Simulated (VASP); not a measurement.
# CaF (Pm-3m) in VASP: further runs

CaF is run at these levels: PBE; tasks: relaxation of cell and atoms.

Program: VASP 6.6.1. These are calculated values, not measurements. Logs are shortened: lines on timing, memory, paths and dates and some standing lists are left out, and cuts for length are marked.

**1. The cell of the first run**

Symmetry: Pm-3m, No. 221, cubic system. The conventional cell has a = 3.301 Å, b = 3.301 Å, c = 3.301 Å, α = 90.00°, β = 90.00°, γ = 90.00°. Ca (site symmetry m-3m) has 8 F at 2.86 Å and 6 Ca at 3.30 Å within 3.8 Å. F (site symmetry m-3m) has 8 Ca at 2.86 Å and 6 F at 3.30 Å within 3.8 Å.

The cell was generated, and may not be a known phase.

**2. Relaxation of cell and atoms, PBE**

Contents of INCAR:

```
SYSTEM = CaF
ALGO     = Normal         ! electronic algorithm
EDIFF    = 1E-7           ! SCF threshold, eV
EDIFFG   = -0.01          ! ionic threshold
ENCUT    = 600            ! plane-wave cutoff, eV
GGA      = PE             ! functional
GGA_COMPAT= .FALSE.      
IBRION   = 2              ! ionic algorithm
ISIF     = 3              ! what is computed and relaxed
ISMEAR   = 0              ! smearing method
LASPH    = .TRUE.         ! aspherical terms in the spheres
LCHARG   = .FALSE.        ! write CHGCAR
LREAL    = .FALSE.        ! projectors in reciprocal space
LWAVE    = .FALSE.        ! write WAVECAR
NELM     = 120            ! most SCF steps
NELMIN   = 4            
NSW      = 100            ! ionic steps
PREC     = Accurate       ! precision mode
SIGMA    = 0.1            ! smearing width, eV
```

Contents of KPOINTS:

```
k-points
0
G
  16 16 16
  0 0 0
```

Contents of POSCAR:

```
CaF
1.0
    3.3009958400      0.0000000000      0.0000000000
    0.0000000000      3.3009958400      0.0000000000
    0.0000000000      0.0000000000      3.3009958400
Ca F
1 1
Direct
    0.5000000000      0.5000000000      0.5000000000
    0.0000000000      0.0000000000      0.0000000000
```

Potentials or basis: VASP PAW PBE potentials, release 64 (Ca_sv, F).

On the command line:

```sh
$ cat potpaw_PBE.64/Ca_sv/POTCAR potpaw_PBE.64/F/POTCAR > POTCAR
$ mpirun -np 1 vasp_std > vasp.out
```

OUTCAR:

```text
SYSTEM = CaF
   EDIFF = 1E-7
   EDIFFG = -0.01
   ENCUT = 600
   GGA = PE
   IBRION = 2
   ISIF = 3
   ISMEAR = 0
   LASPH = .TRUE.
   LREAL = .FALSE.
   NELM = 120
   NELMIN = 4
   NSW = 100
   PREC = Accurate

 ion  position               nearest neighbor table
   1  0.500  0.500  0.500-
   2  0.000  0.000  0.000-

  LATTYP: Found a simple cubic cell.
 ALAT       =     3.3009958400

  Lattice vectors:

 A1 = (   3.3009958400,   0.0000000000,   0.0000000000)
 A2 = (   0.0000000000,   3.3009958400,   0.0000000000)
 A3 = (   0.0000000000,   0.0000000000,   3.3009958400)

Analysis of symmetry for initial positions (statically):
=====================================================================
 Subroutine PRICEL returns:
 Original cell was already a primitive cell.

 Routine SETGRP: Setting up the symmetry group for a
 simple cubic supercell.

 Subroutine GETGRP returns: Found 48 space group operations
 (whereof 48 operations were pure point group operations)
 out of a pool of 48 trial point group operations.

The static configuration has the point symmetry O_h .

Analysis of symmetry for dynamics (positions and initial velocities):
=====================================================================
 Subroutine PRICEL returns:
 Original cell was already a primitive cell.

 Routine SETGRP: Setting up the symmetry group for a
 simple cubic supercell.

 Subroutine GETGRP returns: Found 48 space group operations
 (whereof 48 operations were pure point group operations)
 out of a pool of 48 trial point group operations.

The dynamic configuration has the point symmetry O_h .

 Subroutine INISYM returns: Found 48 space group operations
 (whereof 48 operations are pure point group operations),
 and found     1 'primitive' translations

----------------------------------------------------------------------------------------

                                     Primitive cell

  volume of cell :      35.9695

  direct lattice vectors                    reciprocal lattice vectors
     3.300995840  0.000000000  0.000000000     0.302938885  0.000000000  0.000000000
     0.000000000  3.300995840  0.000000000     0.000000000  0.302938885  0.000000000
     0.000000000  0.000000000  3.300995840     0.000000000  0.000000000  0.302938885

  length of vectors
     3.300995840  3.300995840  3.300995840     0.302938885  0.302938885  0.302938885

  position of ions in fractional coordinates (direct lattice)
     0.500000000  0.500000000  0.500000000
     0.000000000  0.000000000  0.000000000

  ion indices of the primitive-cell ions
   primitive index   ion index
                 1           1
                 2           2

----------------------------------------------------------------------------------------

 KPOINTS: k-points

Automatic generation of k-mesh.
 Grid dimensions read from file:
 generate k-points for:   16   16   16

 Generating k-lattice:

  Cartesian coordinates                     Fractional coordinates (reciprocal lattice)
     0.018933680  0.000000000  0.000000000     0.062500000  0.000000000  0.000000000
     0.000000000  0.018933680  0.000000000     0.000000000  0.062500000  0.000000000
     0.000000000  0.000000000  0.018933680     0.000000000  0.000000000  0.062500000

  Length of vectors
     0.018933680  0.018933680  0.018933680

  Shift w.r.t. Gamma in fractional coordinates (k-lattice)
     0.000000000  0.000000000  0.000000000

 Subroutine IBZKPT returns following result:
 ===========================================

 Found    165 irreducible k-points:

 Following reciprocal coordinates:
            Coordinates               Weight
  0.000000  0.000000  0.000000      1.000000
  0.062500  0.000000  0.000000      6.000000
  0.125000  0.000000  0.000000      6.000000
  0.187500  0.000000  0.000000      6.000000
  0.250000  0.000000  0.000000      6.000000
  0.312500  0.000000  0.000000      6.000000
[... 16 lines left out ...]
  0.437500  0.125000  0.000000     24.000000
  0.500000  0.125000  0.000000     12.000000
 [... further k-points ...]
   k-points           NKPTS =    165   k-points in BZ     NKDIM =    165   number of bands    NBANDS=     12
   number of dos      NEDOS =    301   number of ions     NIONS =      2
   total plane-waves  NPLWV =  21952
   dimension x,y,z NGX =    28 NGY =   28 NGZ =   28
   dimension x,y,z NGXF=    56 NGYF=   56 NGZF=   56
   ions per type =               1   1
   NGX,Y,Z   is equivalent  to a cutoff of  14.10, 14.10, 14.10 a.u.
   NGXF,Y,Z  is equivalent  to a cutoff of  28.20, 28.20, 28.20 a.u.
 SYSTEM =  CaF
   PREC   = accura    normal or accurate (medium, high low for compatibility)
   ISTART =      0    job   : 0-new  1-cont  2-samecut
   ICHARG =      2    charge: 1-file 2-atom 10-const
   ISPIN  =      1    spin polarized calculation?
   LNONCOLLINEAR =      F non collinear calculations
   LSORBIT =      F    spin-orbit coupling
   LASPH  =      T    aspherical Exc in radial PAW
   ENCUT  =  600.0 eV  44.10 Ry    6.64 a.u.   6.59  6.59  6.59*2*pi/ulx,y,z
   NELM   =    120;   NELMIN=  4; NELMDL= -5     # of ELM steps
   EDIFF  = 0.1E-06   stopping-criterion for ELM
   LREAL  =      F    real-space projection
   EDIFFG = -.1E-01   stopping-criterion for IOM
   NSW    =    100    number of steps for IOM
   IBRION =      2    ionic relax: 0-MD 1-quasi-New 2-CG
   NFREE  =      1    steps in history (QN), initial steepest desc. (CG)
   ISIF   =      3    stress and relaxation
   ISYM   =      2    0-nonsym 1-usesym 2-fastsym
   POTIM  = 0.5000    time-step for ionic-motion
   TEBEG  =    0.0;   TEEND  =   0.0 temperature during run
   PSTRESS=    0.0 pullay stress
   NELECT =      17.0000    total number of electrons
   NUPDOWN=      -1.0000    fix difference up-down
   EMIN   =  10.00;   EMAX   =-10.00  energy-range for DOS
   EFERMI =   0.00;   METHOD = LEGACY
   ISMEAR =     0;   SIGMA  =   0.10  broadening in eV -4-tet -1-fermi 0-gaus
   EFERMI_NEDOS =   21; number of points for ismear=-14 and -15
   IALGO  =     38    algorithm
   IMIX   =      4    mixing-type and parameters
     AMIX     =   0.40;   BMIX     =  1.00
     AMIX_MAG =   1.60;   BMIX_MAG =  1.00
  volume/ion in A,a.u.               =      17.98       121.37
  Fermi-wavevector in a.u.,A,eV,Ry     =   1.275203  2.409785 22.125032  1.626144
  Thomas-Fermi vector in A             =   2.407929
   LORBIT       =      0    0 simple, 1 ext, 2 COOP (PROOUT), +10 PAW based schemes
   GGA     = PE    functional components
   LHFCALC =     F    Hartree Fock is set to
   AEXX    =    0.0000 exact exchange contribution
   IVDW    =     0    specifies the selected vdW correction
   LEPSILON=     F    determine dielectric tensor
   LRPA    =     F    only Hartree local field effects (RPA)
 conjugate gradient relaxation of ions
 non-spin polarized calculation
 Gauss-broadening in eV      SIGMA  =   0.10
  energy-cutoff  :      600.00
  volume of cell :       35.97
 maximum number of plane-waves:      1222
 NGX is ok and might be reduce to    28
   NGX = 13   NGY = 13   NGZ = 13

--------------------------------------- Ionic step        1  -------------------------------------------

 number of electron      17.0000012 magnetization

 Free energy of the ion-electron system (eV)
  ---------------------------------------------------
  ext. energy  EPLUGINS =         0.00000000
  ---------------------------------------------------
  free energy    TOTEN  =        -7.47311759 eV

  energy without entropy =       -7.45996196  energy(sigma->0) =       -7.46653977

 E-fermi :   5.3051     XC(G=0):  -9.3866

 val. band max:        5.2964942876   @ k =   0.4375   0.3750   0.0625
 cond. band min:       5.3060181488   @ k =   0.5000   0.3750   0.0625
 fundamental gap:      0.0095238612
 Fermi energy:         5.3050695351

 k-point     1 :       0.0000    0.0000    0.0000
  band No.  band energies     occupation
      1     -37.6510      2.00000
      2     -20.3472      2.00000
      3     -18.4934      2.00000
      4     -18.4934      2.00000
      5     -18.4934      2.00000
      6      -1.5722      2.00000
      7      -1.5722      2.00000
      8      -1.5722      2.00000
      9       2.5503      2.00000
     10       4.8084      2.00000
     11       4.8084      2.00000
     12       8.8966      0.00000

 k-point     2 :       0.0625    0.0000    0.0000
  band No.  band energies     occupation
      1     -37.6494      2.00000
      2     -20.3507      2.00000
      3     -18.5005      2.00000
      4     -18.4920      2.00000
      5     -18.4920      2.00000
      6      -1.6408      2.00000
      7      -1.5737      2.00000
      8      -1.5737      2.00000
      9       2.6600      2.00000
     10       4.8306      2.00000
     11       4.8785      2.00000
     12       8.8590      0.00000
[... 424 lines left out ...]
 POSITION                                       TOTAL-FORCE (eV/Angst)
 -----------------------------------------------------------------------------------
      1.69089      1.69089      1.69089        -0.000000      0.000000      0.000000
      0.00000      0.00000      0.00000         0.000000      0.000000      0.000000
 -----------------------------------------------------------------------------------
    total drift:                                0.000000      0.000000      0.000000

  FREE ENERGIE OF THE ION-ELECTRON SYSTEM (eV)
  ---------------------------------------------------
  free  energy   TOTEN  =        -7.4849688237 eV

  energy  without entropy=       -7.4731516394  energy(sigma->0) =       -7.47906023

--------------------------------------- Ionic step        4  -------------------------------------------

 number of electron      16.9999989 magnetization

 Free energy of the ion-electron system (eV)
  ---------------------------------------------------
  ext. energy  EPLUGINS =         0.00000000
  ---------------------------------------------------
  free energy    TOTEN  =        -7.48513929 eV

  energy without entropy =       -7.47316425  energy(sigma->0) =       -7.47915177

 E-fermi :   4.7831     XC(G=0):  -9.1194

 val. band max:        4.7807924842   @ k =   0.4375   0.3750   0.0625
 cond. band min:       4.7897703689   @ k =   0.1875   0.1250   0.0625
 fundamental gap:      0.0089778846
 Fermi energy:         4.7830579733

 k-point     1 :       0.0000    0.0000    0.0000
  band No.  band energies     occupation
      1     -38.2851      2.00000
      2     -20.4365      2.00000
      3     -19.1466      2.00000
      4     -19.1466      2.00000
      5     -19.1466      2.00000
      6      -1.7217      2.00000
      7      -1.7217      2.00000
      8      -1.7217      2.00000
      9       1.9786      2.00000
     10       4.4020      2.00000
     11       4.4020      2.00000
     12       8.1767      0.00000

 k-point     2 :       0.0625    0.0000    0.0000
  band No.  band energies     occupation
      1     -38.2839      2.00000
      2     -20.4406      2.00000
      3     -19.1510      2.00000
      4     -19.1455      2.00000
      5     -19.1455      2.00000
      6      -1.7867      2.00000
      7      -1.7227      2.00000
      8      -1.7227      2.00000
      9       2.0839      2.00000
     10       4.4223      2.00000
     11       4.4649      1.99999
     12       8.1420      0.00000
[... 352 lines left out ...]
 POSITION                                       TOTAL-FORCE (eV/Angst)
 -----------------------------------------------------------------------------------
      1.68645      1.68645      1.68645        -0.000000      0.000000      0.000000
      0.00000      0.00000      0.00000         0.000000      0.000000      0.000000
 -----------------------------------------------------------------------------------
    total drift:                                0.000000      0.000000      0.000000

  FREE ENERGIE OF THE ION-ELECTRON SYSTEM (eV)
  ---------------------------------------------------
  free  energy   TOTEN  =        -7.4851392900 eV

  energy  without entropy=       -7.4731642549  energy(sigma->0) =       -7.47915177

 reached required accuracy - stopping structural energy minimisation
```

Wall time 4 min (1 thread of AMD EPYC 9755, shared host); peak memory 0.2 GiB.

Results:

| Property | Result |
| --- | --- |
| Free energy | -7.4851 eV |
| Relaxed volume | 19.19 Å³/atom |
| Relaxed cell | a = 3.373 Å, b = 3.373 Å, c = 3.373 Å, α = 90.00°, β = 90.00°, γ = 90.00° |
| Space group after relaxing (to 0.1 Å) | Pm-3m (No. 221) |
| Energy gained by relaxing | 6.0 meV/atom |
| Ionic steps | 4 |
| Pressure after relaxing | 0.0 GPa |
| Band gap on the k mesh | zero (an odd number of electrons rules out a gap without spin polarisation) |

The path:
```csv
step,energy change (eV),largest force (eV/Å),pressure (GPa),volume (Å³)
1,0.0000,0.0000,1.64,35.97
2,-0.0078,0.0000,0.95,36.94
3,-0.0119,0.0000,-0.19,38.68
4,-0.0120,0.0000,0.01,38.37
```

Final structure:
```cif
data_structure
_symmetry_space_group_name_H-M 'P 1'
_symmetry_Int_Tables_number 1
_cell_length_a 3.3729
_cell_length_b 3.3729
_cell_length_c 3.3729
_cell_angle_alpha 90.000
_cell_angle_beta 90.000
_cell_angle_gamma 90.000
_cell_volume 38.37
loop_
_atom_site_label
_atom_site_type_symbol
_atom_site_fract_x
_atom_site_fract_y
_atom_site_fract_z
_atom_site_occupancy
Ca1 Ca 0.50000 0.50000 0.50000 1
F1 F 0.00000 0.00000 0.00000 1
```

Levels at points of the mesh, in eV from the Fermi level:
| k point | band 5 | band 6 | band 7 | band 8 | band 9 | band 10 | band 11 | band 12 |
| --- | --- | --- | --- | --- | --- | --- | --- | --- |
| (0.00, 0.00, 0.00) | -23.93 | -6.50 | -6.50 | -6.50 | -2.80 | -0.38 | -0.38 | 3.39 |
| (0.50, 0.00, 0.00) | -23.90 | -7.75 | -6.53 | -6.53 | 0.23 | 0.30 | 1.37 | 2.62 |
| (0.50, 0.50, 0.00) | -23.87 | -7.21 | -7.21 | -6.37 | -0.15 | 0.04 | 2.28 | 2.28 |
| (0.50, 0.50, 0.50) | -24.16 | -7.35 | -7.35 | -7.35 | 1.52 | 1.52 | 1.52 | 4.25 |

Caveat: an odd number of electrons without spin polarisation forces a metal; a magnetic or distorted state may lie lower.

[end of part 1 of 2]
